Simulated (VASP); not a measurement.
Here is a VASP 6.6.1 calculation.

The input POSCAR:

```
Cs8ScPb6Br24
1.0
   11.7633300000      0.0000000000      0.0000000000
    0.0000000000     11.7633300000      0.0000000000
    0.0000000000      0.0000000000     11.7633300000
Cs Sc Pb Br
8 1 6 24
Direct
    0.9767010000      0.9791860000      0.9801090000
    0.9786820000      0.9758830000      0.5241210000
    0.9752270000      0.5219690000      0.9796190000
    0.9783590000      0.5273230000      0.5210330000
    0.5199450000      0.9784590000      0.9741800000
    0.5194730000      0.9765150000      0.5261880000
    0.5259930000      0.5187500000      0.9774670000
    0.5227360000      0.5217620000      0.5198820000
    0.2489060000      0.2497210000      0.2496190000
    0.2496060000      0.2500070000      0.7507780000
    0.2503540000      0.7468200000      0.2499970000
    0.2499620000      0.7496170000      0.7504550000
    0.7452870000      0.2499680000      0.2497980000
    0.7498290000      0.2497150000      0.7495900000
    0.7499130000      0.7502810000      0.2501410000
    0.2497550000      0.2511900000      0.0198760000
    0.2517790000      0.2521490000      0.4779980000
    0.2444020000      0.7523540000      0.0012630000
    0.2440880000      0.7496630000      0.4993120000
    0.7521190000      0.2586190000      0.0007750000
    0.7459360000      0.2539830000      0.4988550000
    0.7549060000      0.7451280000      0.0034140000
    0.7546920000      0.7461300000      0.4972180000
    0.0222280000      0.2506380000      0.2494980000
    0.0008100000      0.2380690000      0.7503590000
    0.0009560000      0.7495360000      0.2542590000
    0.0031400000      0.7571510000      0.7472620000
    0.4800470000      0.2525340000      0.2478030000
    0.4988390000      0.2477460000      0.7524950000
    0.4990320000      0.7474420000      0.2595590000
    0.4968950000      0.7520570000      0.7445660000
    0.2521400000      0.0224960000      0.2492780000
    0.2591190000      0.0008330000      0.7491500000
    0.2508130000      0.4803370000      0.2483790000
    0.2527450000      0.4988870000      0.7486150000
    0.7516310000      0.0012010000      0.2400700000
    0.7435990000      0.0028380000      0.7570060000
    0.7492950000      0.4992420000      0.2478860000
    0.7462410000      0.4965870000      0.7521070000
```

File INCAR.step1:

```
PREC = Accurate
ENCUT = 440
ISMEAR = -1
SIGMA = 0.05
LREAL = Auto
LASPH = T
NELM = 200
ISPIN = 2
MAGMOM = 0 0 0 0 0 0 0 0 1 0 0 0 0 0 0 0 0 0 0 0 0 0 0 0 0 0 0 0 0 0 0 0 0 0 0 0 0 0 0
LMAXMIX = 4
NBANDS = 196
ISYM = -1
GGA = PE
ALGO = Normal
EDIFF = 1E-5
LWAVE = T
LCHARG = F
GGA_COMPAT = F
KPAR = 1
```

File INCAR.step2:

```
PREC = Accurate
ENCUT = 440
EDIFF = 1E-6
ISMEAR = -1
SIGMA = 0.05
LREAL = Auto
LASPH = T
NELM = 200
ALGO = Normal
ISIF = 2
LWAVE = F
LCHARG = F
ISPIN = 2
MAGMOM = 0 0 0 0 0 0 0 0 1 0 0 0 0 0 0 0 0 0 0 0 0 0 0 0 0 0 0 0 0 0 0 0 0 0 0 0 0 0 0
LORBIT = 11
LMAXMIX = 4
METAGGA = R2SCAN
LMIXTAU = T
NBANDS = 196
ISYM = -1
ISTART = 1
GGA_COMPAT = F
KPAR = 1
```

KPOINTS

```
explicit points
1
Reciprocal
  0.25000000   0.25000000   0.25000000 1
```

Potentials or basis: VASP PAW PBE potentials, release 64 (Cs_sv, Sc_sv, Pb_d, Br).

Command:

```sh
$ cat potpaw_PBE.64/Cs_sv/POTCAR potpaw_PBE.64/Sc_sv/POTCAR potpaw_PBE.64/Pb_d/POTCAR potpaw_PBE.64/Br/POTCAR > POTCAR
$ cp INCAR.step1 INCAR
$ mpirun -np 4 vasp_std > vasp.out
$ cp INCAR.step2 INCAR
$ mpirun -np 4 vasp_std > vasp.out
```

Predict the band gap on the k mesh.

2.91 eV.

Predict the pressure.

-0.4 GPa.

What does it give for the net moment?

-0.02 μB per cell.

What does it give for the largest force?

0.098 eV/Å.

Forces on the atoms (eV/Å):
```
Cs   0.031  0.027  0.027
Cs   0.023  0.049 -0.042
Cs   0.048 -0.035  0.025
Cs   0.038 -0.051 -0.026
Cs  -0.039  0.021  0.056
Cs  -0.022  0.039 -0.050
Cs  -0.046 -0.024  0.032
Cs  -0.031 -0.032 -0.024
Sc  -0.003 -0.004  0.003
Pb   0.007 -0.007  0.000
Pb  -0.010  0.003  0.010
Pb   0.001  0.011 -0.010
Pb   0.002  0.008 -0.006
Pb  -0.005 -0.002  0.014
Pb   0.005 -0.005  0.001
Br   0.005 -0.005 -0.086
Br   0.004 -0.004  0.084
Br   0.018 -0.001 -0.015
Br   0.006  0.005  0.010
Br   0.001 -0.012 -0.009
Br   0.004 -0.022  0.009
Br  -0.038  0.032 -0.078
Br  -0.039  0.038  0.076
Br  -0.091  0.002  0.004
Br  -0.016  0.012 -0.009
Br  -0.007  0.002 -0.010
Br  -0.076 -0.034  0.044
Br   0.084  0.000 -0.006
Br   0.012  0.020  0.001
Br   0.014  0.010 -0.021
Br   0.078 -0.049  0.031
Br   0.001 -0.087  0.004
Br  -0.011 -0.008 -0.004
Br  -0.004  0.088  0.001
Br  -0.024  0.014  0.005
Br  -0.008 -0.011  0.014
Br   0.043 -0.073 -0.035
Br   0.009  0.009  0.019
Br   0.036  0.079 -0.040
```

Caveat: the PAW data sets were made with another functional, which shifts forces and pressure a little; spin-orbit coupling is left out, which moves the levels of the heavy elements.
